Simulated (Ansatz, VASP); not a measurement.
## La in VASP and in Ansatz

Contents of INCAR:

```
SYSTEM = La
PREC = Accurate
ENCUT = 600
EDIFF = 1E-6
ISMEAR = 0
SIGMA = 0.05
LREAL = .FALSE.
LASPH = .TRUE.
NELM = 60
ALGO = Fast
ISIF = 3
LWAVE = .FALSE.
LCHARG = .FALSE.
GGA = PE
IBRION = 2
NSW = 80
EDIFFG = -0.01
```

The input KPOINTS:

```
Automatic mesh
0
G
  14 14 8
  0 0 0
```

Contents of POSCAR:

```
La
1.0
    3.7509925602      0.0000000000      0.0000000000
   -1.8754962801      3.2484548466      0.0000000000
    0.0000000000      0.0000000000      6.1266211817
La
2
Direct
    0.3333333333      0.6666666667      0.7500000000
    0.6666666667      0.3333333333      0.2500000000
```

Input for Ansatz:

```yaml
crystal:
  lattice:
    - [3.7509925602, 0.0, 0.0]
    - [-1.8754962801, 3.2484548466, 0.0]
    - [0.0, 0.0, 6.1266211817]
  atoms:
    - { symbol: La, position: [0.3333333333, 0.6666666667, 0.75] }
    - { symbol: La, position: [0.6666666667, 0.3333333333, 0.25] }
basis:
  ecutwfc: 420
  ecutrho_ratio: 4
kpoints:
  mp_grid: { grid: [14, 14, 8] }
hamiltonian:
  xc: pbe
scf:
  occupations: { method: gaussian, width: 0.05 }
output:
  forces: true
  stress: true
  eigenvalues: true
relax:
  f_tol: 0.01
  max_steps: 60
  cell: { stress_tol: 0.04 }
```

Alike in both runs: task relaxation of cell and atoms; functional PBE; k mesh 14 × 14 × 8; occupations gaussian, width 0.05 eV; no spin polarisation.

|  | VASP | Ansatz |
| --- | --- | --- |
| version | VASP 6.6.1 | Ansatz 0.2.0 |
| potentials or method | VASP PAW PBE potentials, release 64 (La), cutoff 600 eV | scalar-relativistic, plane waves, PAW |
| valence electrons in the cell | 22 | 22 |

Ansatz gave:

| Property | Result |
| --- | --- |
| gap on the k mesh at the Fermi level, each at its own relaxed structure (eV) | none |
| relaxed volume (Å³/atom) | 37.55 |
| relaxed cell length with the largest relative difference (Å) | 3.765 |

**Question.** Which values does VASP return?

**Answer.** gap on the k mesh at the Fermi level, each at its own relaxed structure (eV): none; relaxed volume (Å³/atom): 37.62; relaxed cell length with the largest relative difference (Å): 3.768.

A gap of «none» marks a metal or a gap that the smearing closes.

Spin-orbit coupling is off throughout.
